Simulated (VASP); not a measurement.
Here is a VASP 6.6.1 calculation.

The input INCAR:

```
SYSTEM = LiGaO4
PREC = Accurate ; ENCUT = 910
EDIFF = 1E-6 ; ISMEAR = 0
SIGMA = 0.1 ; LREAL = .False.
LASPH = .True. ; NELM = 120
ALGO = Normal ; ISIF = 2
LWAVE = .False. ; LCHARG = .False.
GGA = PE ; NBANDS = 29
GGA_COMPAT = .False.
```

KPOINTS

```
regular mesh
0
Gamma
  12 12 8
  0 0 0
```

Contents of POSCAR:

```
LiGaO4
1.0
    3.1625711140      0.0000000000      0.0000000000
    0.0000000000      3.1625711140      0.0000000000
    0.0000000000      0.0000000000      5.6941972145
Li Ga O
1 1 4
Direct
    0.0000000000      0.0000000000      0.0000000000
    0.5000000000      0.5000000000      0.5000000000
    0.5000000000      0.0000000000      0.2643391244
    0.0000000000      0.5000000000      0.7356608756
    0.5000000000      0.0000000000      0.7356608756
    0.0000000000      0.5000000000      0.2643391244
```

Potentials or basis: VASP PAW PBE potentials, release 64 (Li_sv, Ga_d, O_h).

Launch:

```sh
$ cat potpaw_PBE.64/Li_sv/POTCAR potpaw_PBE.64/Ga_d/POTCAR potpaw_PBE.64/O_h/POTCAR > POTCAR
$ mpirun -np 1 vasp_std > vasp.out
```

Q: Predict the pressure.

A: 0.0 GPa.

Q: Estimate the largest force.

A: 0.051 eV/Å.

Q: Estimate the band gap on the k mesh.

A: Zero (bands 20 and 21 overlap by 2.81 eV).

Forces in eV/Å, atoms in the order of the input:
```
Li   0.000  0.000  0.000
Ga   0.000  0.000  0.000
O    0.000  0.000 -0.051
O    0.000  0.000  0.051
O    0.000  0.000  0.051
O    0.000  0.000 -0.051
```

Caveat: the cutoff is under 1.25 times the usual one of these potentials, so pressure, stress and relaxed cells hold a basis-set (Pulay) error.
